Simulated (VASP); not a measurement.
# I (Cmce) in VASP: single point with r2SCAN+D3(BJ)

Aim: the single point of I with r2SCAN+D3(BJ).

Program: VASP 6.6.1. These are calculated values, not measurements. Logs are shortened: lines on timing, memory, paths and dates and some standing lists are left out, and cuts for length are marked.

### Step 1. The cell of the first run

It takes space group Cmce (No. 64, orthorhombic). Conventional cell: a = 7.455 Å, b = 4.571 Å, c = 9.786 Å, α = 90.00°, β = 90.00°, γ = 90.00°. Within 3.7 Å of I (site symmetry m) lie 3 I at 2.77 to 3.41 Å.

### Step 2. Single point, r2SCAN+D3(BJ)

Contents of POSCAR:

```
I
1.0
    3.7276685432     -2.2852907327      0.0000000000
    3.7276685432      2.2852907327      0.0000000000
    0.0000000000      0.0000000000      9.7855820642
I
4
Direct
    0.8405640490      0.1594359510      0.8794740581
    0.3405640490      0.6594359510      0.6205259419
    0.1594359510      0.8405640490      0.1205259419
    0.6594359510      0.3405640490      0.3794740581
```

Contents of INCAR.step1:

```
PREC = Accurate
ENCUT = 520
ISMEAR = 0
SIGMA = 0.02
LREAL = False
LASPH = True
NELM = 80
NBANDS = 22
GGA = PE
ALGO = Normal
EDIFF = 1E-4
LWAVE = True
LCHARG = False
```

Contents of INCAR.step2:

```
PREC = Accurate
ENCUT = 520
EDIFF = 1E-6
ISMEAR = 0
SIGMA = 0.02
LREAL = False
LASPH = True
NELM = 80
ALGO = Normal
ISIF = 2
LWAVE = False
LCHARG = True
METAGGA = R2SCAN
LMIXTAU = True
IVDW = 12
VDW_S6 = 1.0
VDW_S8 = 0.78981345
VDW_A1 = 0.49484001
VDW_A2 = 5.73083694
LELF = True
LVHAR = True
NBANDS = 22
ISTART = 1
```

Contents of KPOINTS:

```
Automatic mesh
0
Gamma
  6 6 4
```

Potentials or basis: VASP PAW PBE potentials, release 64 (I).

Launch:

```bash
$ cat potpaw_PBE.64/I/POTCAR > POTCAR
$ cp INCAR.step1 INCAR
$ mpirun -np 1 vasp_std > vasp.out
$ cp INCAR.step2 INCAR
$ mpirun -np 1 vasp_std > vasp.out
```

OUTCAR:

```text
PREC = Accurate
   ENCUT = 520
   EDIFF = 1E-6
   ISMEAR = 0
   LREAL = False
   LASPH = True
   NELM = 80
   ISIF = 2
   METAGGA = R2SCAN
   IVDW = 12
   ISTART = 1
 IVDW          = 12

 ion  position               nearest neighbor table
   1  0.841  0.159  0.879-   3 2.77   2 3.41   2 3.41
   2  0.341  0.659  0.621-   4 2.77   1 3.41   1 3.41
   3  0.159  0.841  0.121-   1 2.77   4 3.41   4 3.41
   4  0.659  0.341  0.379-   2 2.77   3 3.41   3 3.41

  LATTYP: Found a base centered orthorhombic cell.
 ALAT       =     4.5705814654
 B/A-ratio  =     1.6311572483
 C/A-ratio  =     2.1409928120

  Lattice vectors:

 A1 = (  -3.7276685432,  -2.2852907327,   0.0000000000)
 A2 = (   3.7276685432,  -2.2852907327,   0.0000000000)
 A3 = (   0.0000000000,   0.0000000000,   9.7855820642)

Analysis of symmetry for initial positions (statically):
=====================================================================
 Subroutine PRICEL returns:
 Original cell was already a primitive cell.

 Routine SETGRP: Setting up the symmetry group for a
 base centered orthorhombic supercell.

 Subroutine GETGRP returns: Found  8 space group operations
 (whereof  4 operations were pure point group operations)
 out of a pool of  8 trial point group operations.

The static configuration has the point symmetry C_2h.
 The point group associated with its full space group is D_2h.

Analysis of symmetry for dynamics (positions and initial velocities):
=====================================================================
 Subroutine PRICEL returns:
 Original cell was already a primitive cell.

 Routine SETGRP: Setting up the symmetry group for a
 base centered orthorhombic supercell.

 Subroutine GETGRP returns: Found  8 space group operations
 (whereof  4 operations were pure point group operations)
 out of a pool of  8 trial point group operations.

The dynamic configuration has the point symmetry C_2h.
 The point group associated with its full space group is D_2h.

 Subroutine INISYM returns: Found  8 space group operations
 (whereof  4 operations are pure point group operations),
 and found     1 'primitive' translations

----------------------------------------------------------------------------------------

                                     Primitive cell

  volume of cell :     166.7230

  direct lattice vectors                    reciprocal lattice vectors
     3.727668543 -2.285290733  0.000000000     0.134132097 -0.218790543  0.000000000
     3.727668543  2.285290733  0.000000000     0.134132097  0.218790543  0.000000000
     0.000000000  0.000000000  9.785582064     0.000000000  0.000000000  0.102191162

  length of vectors
     4.372421126  4.372421126  9.785582064     0.256633437  0.256633437  0.102191162

  position of ions in fractional coordinates (direct lattice)
     0.840564049  0.159435951  0.879474058
     0.340564049  0.659435951  0.620525942
     0.159435951  0.840564049  0.120525942
     0.659435951  0.340564049  0.379474058

  ion indices of the primitive-cell ions
   primitive index   ion index
                 1           1
                 2           2
                 3           3
                 4           4

----------------------------------------------------------------------------------------

 KPOINTS: Automatic mesh

Automatic generation of k-mesh.
 Grid dimensions read from file:
 generate k-points for:    6    6    4

 Generating k-lattice:

  Cartesian coordinates                     Fractional coordinates (reciprocal lattice)
     0.022355350 -0.036465090  0.000000000     0.166666667  0.000000000  0.000000000
     0.022355350  0.036465090  0.000000000     0.000000000  0.166666667  0.000000000
     0.000000000  0.000000000  0.025547790     0.000000000  0.000000000  0.250000000

  Length of vectors
     0.042772240  0.042772240  0.025547790

  Shift w.r.t. Gamma in fractional coordinates (k-lattice)
     0.000000000  0.000000000  0.000000000

 Subroutine IBZKPT returns following result:
 ===========================================

 Found     39 irreducible k-points:

 Following reciprocal coordinates:
            Coordinates               Weight
  0.000000  0.000000  0.000000      1.000000
  0.166667  0.000000  0.000000      4.000000
  0.333333 -0.000000  0.000000      4.000000
  0.500000  0.000000  0.000000      2.000000
  0.166667  0.166667  0.000000      2.000000
  0.333333  0.166667  0.000000      4.000000
[... 16 lines left out ...]
  0.333333  0.333333  0.250000      4.000000
  0.500000  0.333333  0.250000      8.000000
 [... further k-points ...]
   k-points           NKPTS =     39   k-points in BZ     NKDIM =     39   number of bands    NBANDS=     22
   number of dos      NEDOS =    301   number of ions     NIONS =      4
   total plane-waves  NPLWV = 103680
   dimension x,y,z NGX =    36 NGY =   36 NGZ =   80
   dimension x,y,z NGXF=    72 NGYF=   72 NGZF=  160
   ions per type =               4
   NGX,Y,Z   is equivalent  to a cutoff of  13.69, 13.69, 13.59 a.u.
   NGXF,Y,Z  is equivalent  to a cutoff of  27.38, 27.38, 27.18 a.u.
 SYSTEM =  unknown system
   PREC   = accura    normal or accurate (medium, high low for compatibility)
   ISTART =      1    job   : 0-new  1-cont  2-samecut
   ICHARG =      0    charge: 1-file 2-atom 10-const
   ISPIN  =      1    spin polarized calculation?
   LNONCOLLINEAR =      F non collinear calculations
   LSORBIT =      F    spin-orbit coupling
   LASPH  =      T    aspherical Exc in radial PAW
   ENCUT  =  520.0 eV  38.22 Ry    6.18 a.u.   8.13  8.13 18.19*2*pi/ulx,y,z
   NELM   =     80;   NELMIN=  2; NELMDL=  0     # of ELM steps
   EDIFF  = 0.1E-05   stopping-criterion for ELM
   LREAL  =      F    real-space projection
   EDIFFG = 0.1E-04   stopping-criterion for IOM
   NSW    =      0    number of steps for IOM
   IBRION =     -1    ionic relax: 0-MD 1-quasi-New 2-CG
   NFREE  =      0    steps in history (QN), initial steepest desc. (CG)
   ISIF   =      2    stress and relaxation
   ISYM   =      2    0-nonsym 1-usesym 2-fastsym
   POTIM  = 0.5000    time-step for ionic-motion
   TEBEG  =    0.0;   TEEND  =   0.0 temperature during run
   PSTRESS=    0.0 pullay stress
   NELECT =      28.0000    total number of electrons
   NUPDOWN=      -1.0000    fix difference up-down
   EMIN   =  10.00;   EMAX   =-10.00  energy-range for DOS
   EFERMI =   0.00;   METHOD = LEGACY
   ISMEAR =     0;   SIGMA  =   0.02  broadening in eV -4-tet -1-fermi 0-gaus
   EFERMI_NEDOS =   21; number of points for ismear=-14 and -15
   IALGO  =     38    algorithm
   IMIX   =      4    mixing-type and parameters
     AMIX     =   0.40;   BMIX     =  1.00
     AMIX_MAG =   1.60;   BMIX_MAG =  1.00
  volume/ion in A,a.u.               =      41.68       281.28
  Fermi-wavevector in a.u.,A,eV,Ry     =   0.903224  1.706847 11.099830  0.815814
  Thomas-Fermi vector in A             =   2.026524
   LORBIT       =      0    0 simple, 1 ext, 2 COOP (PROOUT), +10 PAW based schemes
   METAGGA = R2SCAN    functional components
   LHFCALC =     F    Hartree Fock is set to
   AEXX    =    0.0000 exact exchange contribution
   IVDW    =    12    specifies the selected vdW correction
   LEPSILON=     F    determine dielectric tensor
   LRPA    =     F    only Hartree local field effects (RPA)
 non-spin polarized calculation
 Gauss-broadening in eV      SIGMA  =   0.02
  energy-cutoff  :      520.00
  volume of cell :      166.72
 maximum number of plane-waves:      4516
 NGX is ok and might be reduce to    36
   NGX = 17   NGY = 17   NGZ = 37

 number of electron      27.9999999 magnetization

 Free energy of the ion-electron system (eV)
  ---------------------------------------------------
  ext. energy  EPLUGINS =         0.00000000
  ---------------------------------------------------
  free energy    TOTEN  =       -98.21033956 eV

  energy without entropy =      -98.21033956  energy(sigma->0) =      -98.21033956

 E-fermi :   2.6082     XC(G=0):  -8.5143

 val. band max:        2.5011558037   @ k =   0.0000   0.0000   0.0000
 cond. band min:       3.6914009140   @ k =   0.5000   0.5000   0.0000
 fundamental gap:      1.1902451103
 Fermi energy:         2.6082246737

 k-point     1 :       0.0000    0.0000    0.0000
  band No.  band energies     occupation
      1     -11.5159      2.00000
      2     -10.8202      2.00000
      3      -9.7236      2.00000
      4      -8.4104      2.00000
      5      -2.2505      2.00000
      6      -0.6212      2.00000
[... 14 lines left out ...]
     21      10.1845      0.00000
     22      10.8298      0.00000

 k-point     2 :       0.1667    0.0000    0.0000
  band No.  band energies     occupation
      1     -11.4044      2.00000
      2     -10.7817      2.00000
      3      -9.6359      2.00000
      4      -8.5091      2.00000
      5      -2.2206      2.00000
      6      -0.9512      2.00000
[... 14 lines left out ...]
     21      10.1144      0.00000
     22      10.4641      0.00000

 k-point     3 :       0.3333   -0.0000    0.0000
  band No.  band energies     occupation
      1     -11.1248      2.00000
      2     -10.7371      2.00000
      3      -9.4084      2.00000
      4      -8.7759      2.00000
      5      -2.2763      2.00000
      6      -1.7676      2.00000
[... 14 lines left out ...]
     21      10.5660      0.00000
     22      11.7159      0.00000
[... 476 lines left out ...]
 k-point    23 :       0.3333    0.3333    0.2500
  band No.  band energies     occupation
      1     -11.2232      2.00000
      2     -10.7978      2.00000
      3      -9.3049      2.00000
      4      -8.5081      2.00000
      5      -1.8897      2.00000
      6      -1.0673      2.00000
[... 14 lines left out ...]
     21      10.3626      0.00000
     22      11.0655      0.00000

 k-point    24 :       0.5000    0.3333    0.2500
  band No.  band energies     occupation
      1     -11.0981      2.00000
      2     -10.7319      2.00000
      3      -9.2471      2.00000
      4      -8.6003      2.00000
      5      -1.9425      2.00000
      6      -1.3517      2.00000
[... 14 lines left out ...]
     21      10.7627      0.00000
     22      11.1845      0.00000

 [... further k-points ...]

------------------------ aborting loop because EDIFF is reached ----------------------------------------

 Edisp (eV)   -0.59095

 E8    (eV) :    -0.2064

  FORCE on cell =-STRESS in cart. coord.  units (eV):
  Direction    XX          YY          ZZ          XY          YZ          ZX
  --------------------------------------------------------------------------------------
  -------------------------------------------------------------------------------------
  Total      -0.02236    -0.05274    -0.08482     0.00000     0.00000     0.00000
  in kB      -0.21483    -0.50685    -0.81513     0.00000     0.00000     0.00000
  external pressure =       -0.51 kB  Pullay stress =        0.00 kB

 VOLUME and BASIS-vectors are now :
 -----------------------------------------------------------------------------
  energy-cutoff  :      520.00
  volume of cell :      166.72
      direct lattice vectors                 reciprocal lattice vectors
     3.727668543 -2.285290733  0.000000000     0.134132097 -0.218790543  0.000000000
     3.727668543  2.285290733  0.000000000     0.134132097  0.218790543  0.000000000
     0.000000000  0.000000000  9.785582064     0.000000000  0.000000000  0.102191162

 POSITION                                       TOTAL-FORCE (eV/Angst)
 -----------------------------------------------------------------------------------
      3.72767     -1.55658      8.60617         0.000000     -0.004061      0.001241
      3.72767      0.72872      6.07221         0.000000     -0.004061     -0.001241
      3.72767      1.55658      1.17942         0.000000      0.004061     -0.001241
      3.72767     -0.72872      3.71337         0.000000      0.004061      0.001241
 -----------------------------------------------------------------------------------
    total drift:                                0.000000     -0.000000      0.000000

  FREE ENERGIE OF THE ION-ELECTRON SYSTEM (eV)
  ---------------------------------------------------
  free  energy   TOTEN  =       -98.8012889031 eV

  energy  without entropy=      -98.8012889031  energy(sigma->0) =      -98.80128890
```

Wall time 13 min (1 thread of AMD EPYC 7R43 (Zen 3), shared host); peak memory 0.36 GiB.

Results:

- Free energy: -98.8013 eV
- Pressure: -0.1 GPa
- Largest force: 0.004 eV/Å
- Band gap on the k mesh: 1.19 eV (least direct gap 1.32 eV)
- Dispersion energy per atom: -0.148 eV

Forces in eV/Å, atoms in the order of the input:
```
I    0.000 -0.004  0.001
I    0.000 -0.004 -0.001
I    0.000  0.004 -0.001
I    0.000  0.004  0.001
```

Caveat: the PAW data sets were made with another functional, which shifts forces and pressure a little; spin-orbit coupling is left out, which moves the levels of the heavy elements.
